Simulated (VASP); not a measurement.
Zr, 2 atoms in the cell. The structure is cubic, space group Fd-3m (No. 227). Conventional cell: a = 4.982 Å, b = 4.982 Å, c = 4.982 Å, α = 90.00°, β = 90.00°, γ = 90.00°. Within 2.9 Å of Zr (site symmetry -43m) lie 4 Zr at 2.16 Å. This isn't the form of Zr at room conditions, which is hcp.

- Program: VASP 6.6.1
- Task: single point
- Functional: PBE
- Potentials or basis: VASP PAW PBE potentials, release 64 (Zr_sv)
- Cutoff: 520 eV
- k mesh: 13 × 13 × 13
- Occupations: fermi-dirac, width 0.08 eV
- Spin: no spin polarisation
- Dipole correction: no
- Further INCAR settings: ALGO = Normal; EDIFF = 1e-06; NBANDS = 19

Potentials or basis: VASP PAW PBE potentials, release 64 (Zr_sv).

Run with:

```sh
$ cat potpaw_PBE.64/Zr_sv/POTCAR > POTCAR
$ mpirun -np 1 vasp_std > vasp.out
```

Hardware: 1 thread of AMD EPYC 7R13, with other jobs on the host.

Estimate the wall time of this run.

Run time: 110 s on 1 thread of AMD EPYC 7R13, on a shared host, peak memory 0.15 GiB. Counts: scf iterations 11, k points 84.
